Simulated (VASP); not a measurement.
The system is Rh.

```
Rh
1.0
     0.00000    1.90000    1.90000
     1.90000    0.00000    1.90000
     1.90000    1.90000    0.00000
Rh
1
Direct
  0.00000 0.00000 0.00000
```

- Program: VASP 6.6.1
- Task: relaxation of cell and atoms
- Functional: PBEsol
- Potentials or basis: VASP PAW PBE potentials, release 64 (Rh_pv)
- Cutoff: 500 eV
- k mesh: 21 × 21 × 21
- Occupations: gaussian, width 0.05 eV
- Spin: no spin polarisation

At the start: pressure -4.6 GPa; volume 13.72 Å³/atom.

**Question.** How do energy, volume and symmetry change on relaxing?

**Answer.** Over 3 steps the energy falls by 3.2 meV/atom and the volume is 13.50 Å³/atom (-1.6 %); space group Fm-3m (No. 225, to 0.1 Å) before and after.

Step by step:
```tsv
step	energy change (eV)	largest force (eV/Å)	pressure (GPa)	volume (Å³)
1	0.0000	0.0000	-4.61	13.72
2	0.0191	0.0000	13.62	12.95
3	-0.0032	0.0000	-0.07	13.50
```

Final structure:
```
Rh
1.0
     0.00000    1.88988    1.88988
     1.88988    0.00000    1.88988
     1.88988    1.88988    0.00000
Rh
1
Direct
  0.00000 0.00000 0.00000
```

Caveat: the PAW data sets were made with another functional, which shifts forces and pressure a little.
